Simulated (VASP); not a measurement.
Runs of VASP 6.6.1 on Ru. The structure is that of space group P6_3/mmc (No. 194), or close to it. The cells are those of the table. 

```tsv
task	cell	cutoff (eV)	gap on the mesh (eV)	pressure (GPa)
relaxation of cell and atoms	relaxed from a = 2.668, b = 2.668, c = 4.322 Å, angles 90.0, 90.0, 120.0°, 2 atoms	600	none	0.0
single point	a = 2.594, b = 2.594, c = 4.116 Å, angles 90.0, 90.0, 120.0°, 2 atoms	520	none	47.1
single point	a = 2.379, b = 2.379, c = 3.804 Å, angles 90.0, 90.0, 120.0°, 2 atoms	520	none	(a)
single point	a = 2.491, b = 2.491, c = 3.967 Å, angles 90.0, 90.0, 120.0°, 2 atoms	520	none	131.7
single point	a = 2.690, b = 2.690, c = 4.251 Å, angles 90.0, 90.0, 120.0°, 2 atoms	520	none	0.0
relaxation of shape and atoms at fixed volume	relaxed from a = 2.597, b = 2.597, c = 4.104 Å, angles 90.0, 90.0, 120.0°, 2 atoms	600	none	47.1
relaxation of shape and atoms at fixed volume	relaxed from a = 2.497, b = 2.497, c = 3.946 Å, angles 90.0, 90.0, 120.0°, 2 atoms	600	none	131.6
```

Alike in all rows: level PBEsol; potentials or basis VASP PAW PBE potentials, release 64 (Ru_pv); no spin polarisation; k mesh 18 × 18 × 10; smearing fermi-dirac 0.08 eV.

Q: Fill in the values left out.

A: (a) 285.3.

Caveats: the PAW data sets were made with another functional, which shifts forces and pressure a little; the cell stands under pressure (at least some runs).

A k mesh can miss the band edges, and the runs leave out spin-orbit coupling on Ru.

A gap of «none» marks levels without a gap at the run's occupations.
